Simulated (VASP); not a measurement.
# Pt (P6_3/mmc) in VASP: notebook

Runs on Pt. Level: r2SCAN. Tasks: single point.

All numbers are computed with VASP 6.6.1; they aren't measurements. Logs are shortened: lines on timing, memory, paths and dates and some standing lists are left out, and cuts for length are marked.

**1. The cell of the first run**

It takes space group P6_3/mmc (No. 194, hexagonal). The conventional cell has a = 2.733 Å, b = 2.733 Å, c = 4.765 Å, α = 90.00°, β = 90.00°, γ = 120.00°. Within 3.6 Å of Pt (site symmetry -6m2) lie 12 Pt at 2.73 to 2.86 Å.

**2. Single point, r2SCAN**

POSCAR

```
Pt
1.0
    2.7329693150      0.0000000000      0.0000000000
   -1.3664846575      2.3668208545      0.0000000000
    0.0000000000      0.0000000000      4.7653532650
Pt
2
Direct
    0.6666666667      0.3333333333      0.7500000000
    0.3333333333      0.6666666667      0.2500000000
```

INCAR.step1

```
  PREC = Accurate
  ENCUT = 520
  ISMEAR = 0
  SIGMA = 0.15
  LREAL = F
  LASPH = T
  NELM = 80
  NBANDS = 17
  GGA = PE
  ALGO = Normal
  EDIFF = 1E-4
  LWAVE = T
  LCHARG = F
```

INCAR.step2

```
  PREC = Accurate
  ENCUT = 520
  EDIFF = 1E-7
  ISMEAR = 0
  SIGMA = 0.15
  LREAL = F
  LASPH = T
  NELM = 80
  ALGO = Normal
  ISIF = 2
  LWAVE = F
  LCHARG = F
  METAGGA = R2SCAN
  LMIXTAU = T
  NBANDS = 17
  ISTART = 1
```

KPOINTS

```
Automatic mesh
0
Gamma
  12 12 8
```

Potentials or basis: VASP PAW PBE potentials, release 64 (Pt).

On the command line:

```bash
$ cat potpaw_PBE.64/Pt/POTCAR > POTCAR
$ cp INCAR.step1 INCAR
$ mpirun -np 1 vasp_std > vasp.out
$ cp INCAR.step2 INCAR
$ mpirun -np 1 vasp_std > vasp.out
```

OUTCAR:

```text
PREC = Accurate
   ENCUT = 520
   EDIFF = 1E-7
   ISMEAR = 0
   LREAL = F
   LASPH = T
   NELM = 80
   ISIF = 2
   METAGGA = R2SCAN
   ISTART = 1

 ion  position               nearest neighbor table
   1  0.667  0.333  0.750-   2 2.86   2 2.86   2 2.86   2 2.86   2 2.86   2 2.86
   2  0.333  0.667  0.250-   1 2.86   1 2.86   1 2.86   1 2.86   1 2.86   1 2.86

  LATTYP: Found a hexagonal cell.
 ALAT       =     2.7329693150
 C/A-ratio  =     1.7436541416

  Lattice vectors:

 A1 = (   2.7329693150,   0.0000000000,   0.0000000000)
 A2 = (  -1.3664846575,   2.3668208545,   0.0000000000)
 A3 = (   0.0000000000,   0.0000000000,   4.7653532650)

Analysis of symmetry for initial positions (statically):
=====================================================================
 Subroutine PRICEL returns:
 Original cell was already a primitive cell.

 Routine SETGRP: Setting up the symmetry group for a
 hexagonal supercell.

 Subroutine GETGRP returns: Found 24 space group operations
 (whereof 12 operations were pure point group operations)
 out of a pool of 24 trial point group operations.

The static configuration has the point symmetry D_3d.
 The point group associated with its full space group is D_6h.

Analysis of symmetry for dynamics (positions and initial velocities):
=====================================================================
 Subroutine PRICEL returns:
 Original cell was already a primitive cell.

 Routine SETGRP: Setting up the symmetry group for a
 hexagonal supercell.

 Subroutine GETGRP returns: Found 24 space group operations
 (whereof 12 operations were pure point group operations)
 out of a pool of 24 trial point group operations.

The dynamic configuration has the point symmetry D_3d.
 The point group associated with its full space group is D_6h.

 Subroutine INISYM returns: Found 24 space group operations
 (whereof 12 operations are pure point group operations),
 and found     1 'primitive' translations

----------------------------------------------------------------------------------------

                                     Primitive cell

  volume of cell :      30.8244

  direct lattice vectors                    reciprocal lattice vectors
     2.732969315  0.000000000  0.000000000     0.365902388  0.211253842  0.000000000
    -1.366484658  2.366820854  0.000000000     0.000000000  0.422507685  0.000000000
     0.000000000  0.000000000  4.765353265     0.000000000  0.000000000  0.209848031

  length of vectors
     2.732969315  2.732969315  4.765353265     0.422507685  0.422507685  0.209848031

  position of ions in fractional coordinates (direct lattice)
     0.666666667  0.333333333  0.750000000
     0.333333333  0.666666667  0.250000000

  ion indices of the primitive-cell ions
   primitive index   ion index
                 1           1
                 2           2

----------------------------------------------------------------------------------------

 KPOINTS: Automatic mesh

Automatic generation of k-mesh.
 Grid dimensions read from file:
 generate k-points for:   12   12    8

 Generating k-lattice:

  Cartesian coordinates                     Fractional coordinates (reciprocal lattice)
     0.030491866  0.017604487  0.000000000     0.083333333  0.000000000  0.000000000
     0.000000000  0.035208974  0.000000000     0.000000000  0.083333333  0.000000000
     0.000000000  0.000000000  0.026231004     0.000000000  0.000000000  0.125000000

  Length of vectors
     0.035208974  0.035208974  0.026231004

  Shift w.r.t. Gamma in fractional coordinates (k-lattice)
     0.000000000  0.000000000  0.000000000

 Subroutine IBZKPT returns following result:
 ===========================================

 Found     95 irreducible k-points:

 Following reciprocal coordinates:
            Coordinates               Weight
  0.000000  0.000000  0.000000      1.000000
  0.083333 -0.000000  0.000000      6.000000
  0.166667 -0.000000  0.000000      6.000000
  0.250000  0.000000  0.000000      6.000000
  0.333333 -0.000000  0.000000      6.000000
  0.416667  0.000000  0.000000      6.000000
[... 16 lines left out ...]
  0.250000  0.000000  0.125000     12.000000
  0.333333 -0.000000  0.125000     12.000000
 [... further k-points ...]
   k-points           NKPTS =     95   k-points in BZ     NKDIM =     95   number of bands    NBANDS=     17
   number of dos      NEDOS =    301   number of ions     NIONS =      2
   total plane-waves  NPLWV =  14400
   dimension x,y,z NGX =    20 NGY =   20 NGZ =   36
   dimension x,y,z NGXF=    40 NGYF=   40 NGZF=   72
   ions per type =               2
   NGX,Y,Z   is equivalent  to a cutoff of  12.17, 12.17, 12.56 a.u.
   NGXF,Y,Z  is equivalent  to a cutoff of  24.33, 24.33, 25.12 a.u.
 SYSTEM =  unknown system
   PREC   = accura    normal or accurate (medium, high low for compatibility)
   ISTART =      1    job   : 0-new  1-cont  2-samecut
   ICHARG =      0    charge: 1-file 2-atom 10-const
   ISPIN  =      1    spin polarized calculation?
   LNONCOLLINEAR =      F non collinear calculations
   LSORBIT =      F    spin-orbit coupling
   LASPH  =      T    aspherical Exc in radial PAW
   ENCUT  =  520.0 eV  38.22 Ry    6.18 a.u.   5.08  5.08  8.86*2*pi/ulx,y,z
   NELM   =     80;   NELMIN=  2; NELMDL=  0     # of ELM steps
   EDIFF  = 0.1E-06   stopping-criterion for ELM
   LREAL  =      F    real-space projection
   EDIFFG = 0.1E-05   stopping-criterion for IOM
   NSW    =      0    number of steps for IOM
   IBRION =     -1    ionic relax: 0-MD 1-quasi-New 2-CG
   NFREE  =      0    steps in history (QN), initial steepest desc. (CG)
   ISIF   =      2    stress and relaxation
   ISYM   =      2    0-nonsym 1-usesym 2-fastsym
   POTIM  = 0.5000    time-step for ionic-motion
   TEBEG  =    0.0;   TEEND  =   0.0 temperature during run
   PSTRESS=    0.0 pullay stress
   NELECT =      20.0000    total number of electrons
   NUPDOWN=      -1.0000    fix difference up-down
   EMIN   =  10.00;   EMAX   =-10.00  energy-range for DOS
   EFERMI =   0.00;   METHOD = LEGACY
   ISMEAR =     0;   SIGMA  =   0.15  broadening in eV -4-tet -1-fermi 0-gaus
   EFERMI_NEDOS =   21; number of points for ismear=-14 and -15
   IALGO  =     38    algorithm
   IMIX   =      4    mixing-type and parameters
     AMIX     =   0.40;   BMIX     =  1.00
     AMIX_MAG =   1.60;   BMIX_MAG =  1.00
  volume/ion in A,a.u.               =      15.41       104.01
  Fermi-wavevector in a.u.,A,eV,Ry     =   1.417272  2.678255 27.329462  2.008659
  Thomas-Fermi vector in A             =   2.538519
   LORBIT       =      0    0 simple, 1 ext, 2 COOP (PROOUT), +10 PAW based schemes
   METAGGA = R2SCAN    functional components
   LHFCALC =     F    Hartree Fock is set to
   AEXX    =    0.0000 exact exchange contribution
   IVDW    =     0    specifies the selected vdW correction
   LEPSILON=     F    determine dielectric tensor
   LRPA    =     F    only Hartree local field effects (RPA)
 non-spin polarized calculation
 Gauss-broadening in eV      SIGMA  =   0.15
  energy-cutoff  :      520.00
  volume of cell :       30.82
 maximum number of plane-waves:       846
   NGX = 11   NGY = 11   NGZ = 17

 number of electron      20.0000000 magnetization

 Free energy of the ion-electron system (eV)
  ---------------------------------------------------
  ext. energy  EPLUGINS =         0.00000000
  ---------------------------------------------------
  free energy    TOTEN  =      -102.89748061 eV

  energy without entropy =     -102.85676685  energy(sigma->0) =     -102.87712373

 E-fermi :  10.5656     XC(G=0): -14.4702

 val. band max:       10.5640777011   @ k =   0.0833   0.0833   0.3750
 cond. band min:      10.5670282097   @ k =   0.2500   0.1667   0.5000
 fundamental gap:      0.0029505087
 Fermi energy:        10.5656057653

 k-point     1 :       0.0000    0.0000    0.0000
  band No.  band energies     occupation
      1       0.3575      2.00000
      2       3.0238      2.00000
      3       6.3260      2.00000
      4       6.8940      2.00000
      5       6.8940      2.00000
      6       7.2754      2.00000
[... 9 lines left out ...]
     16      28.7985      0.00000
     17      33.0025      0.00000

 k-point     2 :       0.0833   -0.0000    0.0000
  band No.  band energies     occupation
      1       0.6270      2.00000
      2       3.2720      2.00000
      3       6.2967      2.00000
      4       6.8859      2.00000
      5       7.1023      2.00000
      6       7.1490      2.00000
[... 9 lines left out ...]
     16      29.1230      0.00000
     17      31.5875      0.00000

 k-point     3 :       0.1667   -0.0000    0.0000
  band No.  band energies     occupation
      1       1.3848      2.00000
      2       3.8950      2.00000
      3       6.0883      2.00000
      4       6.7219      2.00000
      5       7.0320      2.00000
      6       7.2996      2.00000
[... 9 lines left out ...]
     16      29.2848      0.00000
     17      29.7103      0.00000

 k-point     4 :       0.2500    0.0000    0.0000
  band No.  band energies     occupation
      1       2.4373      2.00000
      2       4.3241      2.00000
      3       5.9506      2.00000
      4       6.1933      2.00000
      5       6.4456      2.00000
      6       7.7422      2.00000
[... 9 lines left out ...]
     16      27.6907      0.00000
     17      30.0033      0.00000
[... 343 lines left out ...]
      1       1.5141      2.00000
      2       3.8989      2.00000
      3       6.1187      2.00000
      4       6.5627      2.00000
      5       6.7972      2.00000
      6       7.3807      2.00000
[... 9 lines left out ...]
     16      29.2707      0.00000
     17      29.8200      0.00000

 k-point    23 :       0.2500    0.0000    0.1250
  band No.  band energies     occupation
      1       2.5336      2.00000
      2       4.3512      2.00000
      3       5.8280      2.00000
      4       6.2368      2.00000
      5       6.3587      2.00000
      6       7.5948      2.00000
[... 9 lines left out ...]
     16      27.7600      0.00000
     17      29.1827      0.00000

 k-point    24 :       0.3333   -0.0000    0.1250
  band No.  band energies     occupation
      1       3.3451      2.00000
      2       4.1637      2.00000
      3       5.2034      2.00000
      4       6.1321      2.00000
      5       7.0710      2.00000
      6       7.5784      2.00000
[... 9 lines left out ...]
     16      25.8102      0.00000
     17      27.2220      0.00000

 [... further k-points ...]
[... 5 lines left out ...]
  --------------------------------------------------------------------------------------
  -------------------------------------------------------------------------------------
  Total        0.1879954      0.1879954      0.0731024      0.0000000      0.0000000      0.0000000
  in kB        9.7715315      9.7715315      3.7996817      0.0000000      0.0000000      0.0000000
  external PRESSURE =       7.7809149 kB  Pullay stress =       0.0000000 kB

 VOLUME and BASIS-vectors are now :
 -----------------------------------------------------------------------------
  energy-cutoff  :      520.00
  volume of cell :       30.82
      direct lattice vectors                 reciprocal lattice vectors
     2.732969315  0.000000000  0.000000000     0.365902388  0.211253842  0.000000000
    -1.366484658  2.366820854  0.000000000     0.000000000  0.422507685  0.000000000
     0.000000000  0.000000000  4.765353265     0.000000000  0.000000000  0.209848031

 POSITION                                       TOTAL-FORCE (eV/Angst)
 -----------------------------------------------------------------------------------
      1.36648      0.78894      3.57401         0.000000      0.000000      0.000000
     -0.00000      1.57788      1.19134        -0.000000     -0.000000      0.000000
 -----------------------------------------------------------------------------------
    total drift:                               -0.000000      0.000000     -0.000000

  FREE ENERGIE OF THE ION-ELECTRON SYSTEM (eV)
  ---------------------------------------------------
  free  energy   TOTEN  =      -102.8974806117 eV

  energy  without entropy=     -102.8567668529  energy(sigma->0) =     -102.87712373
```

Run time: 2.3 min. Hardware: 1 thread of AMD EPYC 7R13 (Zen 3), shared host; peak memory 0.14 GiB.

What came out:

```yaml
Free_energy: -102.8975 eV
Pressure: 0.8 GPa
Band_gap_on_the_k_mesh: zero (band 10 reaches 11.13 eV, above the bottom of band 11 at 9.68 eV)
```

Caveat: the PAW data sets were made with another functional, which shifts forces and pressure a little; spin-orbit coupling is left out, which moves the levels of the heavy elements.

**3. Single point, r2SCAN**

POSCAR is that of step 2.

INCAR.step1

```
PREC = Accurate
ENCUT = 520
ISMEAR = 0
SIGMA = 0.1
LREAL = False
LASPH = True
NELM = 100
NBANDS = 17
GGA = PE
ALGO = Normal
EDIFF = 1E-4
LWAVE = True
LCHARG = False
```

INCAR.step2

```
PREC = Accurate
ENCUT = 520
EDIFF = 1E-7
ISMEAR = 0
SIGMA = 0.1
LREAL = False
LASPH = True
NELM = 100
ALGO = Normal
ISIF = 2
LWAVE = False
LCHARG = False
METAGGA = R2SCAN
LMIXTAU = True
NBANDS = 17
ISTART = 1
```

KPOINTS

```
regular mesh
0
Gamma
  18 18 10
```

Potentials or basis: VASP PAW PBE potentials, release 64 (Pt).

On the command line:

```bash
$ cat potpaw_PBE.64/Pt/POTCAR > POTCAR
$ cp INCAR.step1 INCAR
$ mpirun -np 1 vasp_std > vasp.out
$ cp INCAR.step2 INCAR
$ mpirun -np 1 vasp_std > vasp.out
```

Wall time 5.7 min (1 thread of AMD EPYC 7R13 (Zen 3), shared host); peak memory 0.19 GiB.

It converged, with:

```yaml
Free_energy: -102.8864 eV
Pressure: 0.7 GPa
Band_gap_on_the_k_mesh: zero (band 10 reaches 11.13 eV, above the bottom of band 11 at 9.68 eV)
```

Stress tensor (GPa, compression positive):
```
0.78 0.00 0.00
0.00 0.78 0.00
0.00 0.00 0.48
```

Levels at points of the mesh, in eV from the Fermi level:
```
           k point  band 7  band 8  band 9  band 10  band 11  band 12  band 13  band 14
(0.00, 0.00, 0.00)   -3.30   -1.95   -1.95    -0.67    -0.28    -0.28     5.05    16.06
(0.50, 0.00, 0.00)   -2.66   -0.06    0.35     0.56     2.50     4.08     7.81     9.39
(0.00, 0.00, 0.50)   -3.67   -3.67   -0.89    -0.89    -0.89    -0.89    12.65    12.65
(0.50, 0.00, 0.50)   -0.86   -0.86    0.47     0.47     1.86     1.86     7.05     7.05
```

Caveat: the PAW data sets were made with another functional, which shifts forces and pressure a little; spin-orbit coupling is left out, which moves the levels of the heavy elements.

[end of part 1 of 2]
